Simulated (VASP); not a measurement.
Wanted: the native input for a VASP 6.6.1 run.

```
Task                   : single point
Functional             : PBE
Potentials or basis    : VASP PAW PBE potentials, release 64 (Cu)
Cutoff                 : 520 eV
k mesh                 : 18 × 18 × 10
Occupations            : gaussian, width 0.1 eV
Spin                   : no spin polarisation
Dipole correction      : no
Further INCAR settings : ALGO = Fast; EDIFF = 1e-06; NBANDS = 18
```

The structure of Cu lies in POSCAR:

```
Cu
1.0
    2.6085230890      0.0000000000      0.0000000000
   -1.3042615445      2.2590472614      0.0000000000
    0.0000000000      0.0000000000      4.2950457753
Cu
2
Direct
    0.3333333300      0.6666666700      0.2500000000
    0.6666666700      0.3333333300      0.7500000000
```

This cell differs from its parent crystal: strained.

One way to write it, as run:

INCAR

```
SYSTEM = Cu
PREC = Accurate
ENCUT = 520
EDIFF = 1E-6
ISMEAR = 0
SIGMA = 0.1
LREAL = .False.
LASPH = .True.
NELM = 100
ALGO = Fast
ISIF = 2
LWAVE = .False.
LCHARG = .False.
GGA = PE
NBANDS = 18
```

KPOINTS

```
regular mesh
0
Gamma
  18 18 10
  0 0 0
```

Potentials or basis: VASP PAW PBE potentials, release 64 (Cu).

Run with:

```sh
$ cat potpaw_PBE.64/Cu/POTCAR > POTCAR
$ mpirun -np 1 vasp_std > vasp.out
```

It gave:

- Pressure: -5.9 GPa
- Band gap on the k mesh: zero (band 11 reaches 10.69 eV, above the bottom of band 12 at 4.90 eV)

Caveat: the cell differs from its parent crystal (strained).

It took 2.1 min on 1 thread of AMD EPYC 7R13 (shared host), peak memory 0.17 GiB.
